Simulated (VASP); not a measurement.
Write the native input for VASP 6.6.1 that does the following.

```
Task                   : relaxation of cell and atoms
Functional             : PBE
Potentials or basis    : VASP PAW PBE potentials, release 64 (Zr_sv, Hf_pv, C)
Cutoff                 : 600 eV
k mesh                 : 6 × 6 × 6
Occupations            : gaussian, width 0.2 eV
Spin                   : no spin polarisation
Dipole correction      : no
Further INCAR settings : ALGO = Normal; EDIFF = 1e-06; IBRION = 2; EDIFFG = -0.08; NSW = 36; ISIF = 3
```

The structure of Hf2ZrC3 lies in POSCAR:

```
Hf2ZrC3
1.0
   -1.6836730400      2.3811582300      5.0510191300
    1.6836730400     -2.3811582300      5.0510191300
    1.6836730400      2.3811582300     -5.0510191300
Zr Hf C
1 2 3
Direct
    0.0000000000      0.0000000000      0.0000000000
    0.6667000000      0.6667000000      0.0000000000
    0.3333000000      0.3333000000      0.0000000000
    0.8333000000      0.3333000000      0.5000000000
    0.1667000000      0.6667000000      0.5000000000
    0.5000000000      0.0000000000      0.5000000000
```

The input as run:

INCAR

```
SYSTEM = Hf2ZrC3
PREC = Accurate ; ENCUT = 600
EDIFF = 1E-6 ; ISMEAR = 0
SIGMA = 0.2 ; LREAL = .False.
LASPH = .True. ; NELM = 60
ALGO = Normal ; ISIF = 3
LWAVE = .False. ; LCHARG = .False.
GGA = PE ; IBRION = 2
NSW = 36 ; EDIFFG = -0.08
```

KPOINTS

```
regular mesh
0
Gamma
  6 6 6
  0 0 0
```

Potentials or basis: VASP PAW PBE potentials, release 64 (Zr_sv, Hf_pv, C).

Launch:

```sh
$ cat potpaw_PBE.64/Zr_sv/POTCAR potpaw_PBE.64/Hf_pv/POTCAR potpaw_PBE.64/C/POTCAR > POTCAR
$ mpirun -np 1 vasp_std > vasp.out
```

Results of the run:

```yaml
Relaxed_volume: 12.70 Å³/atom
Relaxed_cell: a = 5.711 Å, b = 5.711 Å, c = 5.711 Å, α = 146.37°, β = 131.83°, γ = 60.03°
Space_group_after_relaxing_to_0.1_Å: Immm (No. 71)
Energy_gained_by_relaxing: 33.0 meV/atom
Ionic_steps: 6
Pressure_after_relaxing: 0.3 GPa
Largest_force_after_relaxing: 0.054 eV/Å
Band_gap_on_the_k_mesh: zero (bands 22 and 23 overlap by 1.30 eV)
```

Caveat: spin-orbit coupling is left out, which moves the levels of the heavy elements; the relaxation stopped at a loose force limit of 0.08 eV/Å, so its end isn't a converged minimum.

Wall time 21 min on 1 thread of Intel Xeon 8259CL (shared host), peak memory 0.42 GiB.
